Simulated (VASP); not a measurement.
Wanted: the native input for a VASP 6.6.1 run.

| Property | Result |
| --- | --- |
| Task | single point |
| Functional | PBE |
| Dispersion | D4 |
| Potentials or basis | VASP PAW PBE potentials, release 64 (K_sv, S) |
| Cutoff | 500 eV |
| k mesh | 8 × 8 × 8 |
| Occupations | gaussian, width 0.05 eV |
| Spin | no spin polarisation |
| Dipole correction | no |
| Further INCAR settings | ALGO = Normal; EDIFF = 1e-06; NBANDS = 19 |

The structure of K2S lies in POSCAR:

```
K2S
1.0
    0.0000000000      3.7314651785      3.7314651785
    3.7314651785      0.0000000000      3.7314651785
    3.7314651785      3.7314651785      0.0000000000
K S
2 1
Direct
    0.2500000000      0.2500000000      0.2500000000
    0.7500000000      0.7500000000      0.7500000000
    0.0000000000      0.0000000000      0.0000000000
```

The input as run:

INCAR

```
PREC     = Accurate       # precision mode
ENCUT    = 500            # plane-wave cutoff, eV
EDIFF    = 1E-6           # SCF threshold, eV
ISMEAR   = 0              # smearing method
SIGMA    = 0.05           # smearing width, eV
LREAL    = False          # projectors in reciprocal space
LASPH    = True           # aspherical terms in the spheres
NELM     = 120            # most SCF steps
ALGO     = Normal         # electronic algorithm
ISIF     = 2              # what is computed and relaxed
LWAVE    = False          # write WAVECAR
LCHARG   = False          # write CHGCAR
GGA      = PE             # functional
IVDW     = 13             # dispersion correction
NBANDS   = 19             # bands
GGA_COMPAT= False
```

KPOINTS

```
Automatic mesh
0
Gamma
  8 8 8
```

Potentials or basis: VASP PAW PBE potentials, release 64 (K_sv, S).

Run with:

```sh
$ cat potpaw_PBE.64/K_sv/POTCAR potpaw_PBE.64/S/POTCAR > POTCAR
$ mpirun -np 1 vasp_std > vasp.out
```

It gave:

| Item | Value |
| --- | --- |
| Pressure | -0.4 GPa |
| Band gap on the k mesh | 2.32 eV (least direct gap 2.49 eV) |
| Dispersion energy per atom | -0.094 eV |

Wall time 55 s on 1 thread of Intel(R) Xeon(R) Platinum 8488C (Sapphire Rapids), with other jobs on the host, peak memory 0.24 GiB.
